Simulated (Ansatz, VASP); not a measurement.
## Pt: VASP beside Ansatz

The input POSCAR:

```
Pt
1.0
    2.7359053299      0.0000000000      0.0000000000
   -1.3679526649      2.3693636296      0.0000000000
    0.0000000000      0.0000000000      4.7491529044
Pt
2
Direct
    0.6666666667      0.3333333333      0.7500000000
    0.3333333333      0.6666666667      0.2500000000
```

INCAR.step1

```
PREC     = Accurate       # precision mode
ENCUT    = 550            # plane-wave cutoff, eV
ISMEAR   = -1             # smearing method
SIGMA    = 0.1            # smearing width, eV
LREAL    = False          # projectors in reciprocal space
LASPH    = True           # aspherical terms in the spheres
NELM     = 120            # most SCF steps
NBANDS   = 25             # bands
GGA      = PE             # functional
ALGO     = Normal         # electronic algorithm
EDIFF    = 1E-5           # SCF threshold, eV
LWAVE    = True           # write WAVECAR
LCHARG   = False          # write CHGCAR
GGA_COMPAT= False
```

INCAR.step2

```
PREC     = Accurate       # precision mode
ENCUT    = 550            # plane-wave cutoff, eV
EDIFF    = 1E-6           # SCF threshold, eV
ISMEAR   = -1             # smearing method
SIGMA    = 0.1            # smearing width, eV
LREAL    = False          # projectors in reciprocal space
LASPH    = True           # aspherical terms in the spheres
NELM     = 120            # most SCF steps
ALGO     = Normal         # electronic algorithm
ISIF     = 2              # what is computed and relaxed
LWAVE    = False          # write WAVECAR
LCHARG   = False          # write CHGCAR
METAGGA  = R2SCAN         # meta-GGA
LMIXTAU  = True         
NBANDS   = 25             # bands
ISTART   = 1            
GGA_COMPAT= False
```

The input KPOINTS:

```
Automatic mesh
0
Gamma
  10 10 5
```

Input for Ansatz:

```yaml
crystal:
  lattice:
    - [2.7359053298674896, 0.0, 0.0]
    - [-1.3679526649337448, 2.3693636296402762, 0.0]
    - [0.0, 0.0, 4.749152904422052]
  atoms:
    - { symbol: Pt, position: [0.6666666666666666, 0.3333333333333333, 0.75] }
    - { symbol: Pt, position: [0.3333333333333333, 0.6666666666666666, 0.25] }
basis:
  ecutwfc: 761.918814887664
  xc_grid: 3
kpoints:
  mp_grid:
    grid: [10, 10, 5]
hamiltonian:
  xc: r2scan
scf:
  convergence:
    dr2_threshold: 1.0e-05
  mixing:
    algorithm: broyden
    beta: 0.4
    ndim: 12
  occupations:
    method: fermi_dirac
    width: 0.1
output:
  stress: true
```

Alike in both runs: task single point; functional r2SCAN; k mesh 10 × 10 × 5; occupations fermi-dirac, width 0.1 eV; no spin polarisation.

```csv
,VASP,Ansatz
version,VASP 6.6.1,Ansatz 0.2.0
potentials or method,"VASP PAW PBE potentials, release 64 (Pt_sv_GW), cutoff 550 eV","plane waves, PAW"
valence electrons in the cell,36,36
```

```tsv
	VASP	Ansatz	Ansatz less VASP
pressure (GPa)	-1.5	0.5	+2.08
traceless stress, the component that is largest in VASP (GPa)	-0.33	-0.35	-0.019
```

VASP's potentials were made for PBE, not for r2SCAN. With one functional, cell and mesh, what is left measures potentials, basis and numerics. Ansatz's warnings: stress scf threshold loose.

Spin-orbit coupling is off throughout.
